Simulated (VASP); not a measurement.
A run of VASP 6.6.1:

The input INCAR:

```
SYSTEM = AgI
ALGO     = Normal         ! electronic algorithm
EDIFF    = 1E-7           ! SCF threshold, eV
EDIFFG   = -0.01          ! ionic threshold
ENCUT    = 500            ! plane-wave cutoff, eV
GGA      = PE             ! functional
GGA_COMPAT= .FALSE.      
IBRION   = 2              ! ionic algorithm
ISIF     = 4              ! what is computed and relaxed
ISMEAR   = 0              ! smearing method
LASPH    = .TRUE.         ! aspherical terms in the spheres
LCHARG   = .FALSE.        ! write CHGCAR
LREAL    = .FALSE.        ! projectors in reciprocal space
LWAVE    = .FALSE.        ! write WAVECAR
NELM     = 120            ! most SCF steps
NELMIN   = 4            
NSW      = 50             ! ionic steps
PREC     = Accurate       ! precision mode
SIGMA    = 0.02           ! smearing width, eV
```

KPOINTS

```
k-points
0
G
  6 6 4
  0 0 0
```

Contents of POSCAR:

```
AgI
1.0
    4.5408462299      0.0000000000      0.0000000000
   -2.2704231150      3.9324881898      0.0000000000
    0.0000000000      0.0000000000      7.4272540706
Ag I
2 2
Direct
    0.6666666667      0.3333333333      0.6276573162
    0.3333333333      0.6666666667      0.1276573162
    0.6666666667      0.3333333333      0.0023426838
    0.3333333333      0.6666666667      0.5023426838
```

Potentials or basis: VASP PAW PBE potentials, release 64 (Ag, I).

Launch:

```bash
$ cat potpaw_PBE.64/Ag/POTCAR potpaw_PBE.64/I/POTCAR > POTCAR
$ mpirun -np 1 vasp_std > vasp.out
```

Hardware: 1 thread of Intel(R) Xeon(R) 6975P-C (Granite Rapids), with other jobs on the host.

**Question.** How long does it take, and how much memory?

**Answer.** Wall time 38 s on 1 thread of Intel(R) Xeon(R) 6975P-C (Granite Rapids), on a shared host, peak memory 0.27 GiB. Counts: scf iterations 17, k points 21, ion steps 1.
